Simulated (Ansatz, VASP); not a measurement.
# ZnO in VASP and in Ansatz

```
Zn O
1.0
     3.20548    0.00000    0.00000
    -1.60274    2.77603    0.00000
     0.00000    0.00000    5.13347
Zn O
2 2
Direct
  0.33333 0.66667 0.00048
  0.66667 0.33333 0.50048
  0.33333 0.66667 0.38162
  0.66667 0.33333 0.88162
```

Change from the starting cell: volume scaled by 0.96, ions relaxed.

Alike in both runs: task relaxation of the atoms; functional PBE; k mesh 11 × 11 × 6; occupations fermi-dirac, width 0.02 eV; no spin polarisation.

|  | VASP | Ansatz |
| --- | --- | --- |
| version | VASP 6.6.1 | Ansatz 0.2.0 |
| potentials or method | VASP PAW PBE potentials, release 64 (Zn, O) | plane-wave PAW, scalar-relativistic |
| plane-wave cutoff (eV) | 520 | 420 |
| valence electrons in the cell | 36 | 36 |

Ansatz gave:

```
gap on the k mesh at the Fermi level, each at its own relaxed structure (eV) : 0.86
```

**Question.** Which values does VASP return?

**Answer.** gap on the k mesh at the Fermi level, each at its own relaxed structure (eV): 0.85.

Ansatz's warnings: stress scf threshold loose.

Noted on VASP's run: the relaxation stopped at its first step, so nothing moved.
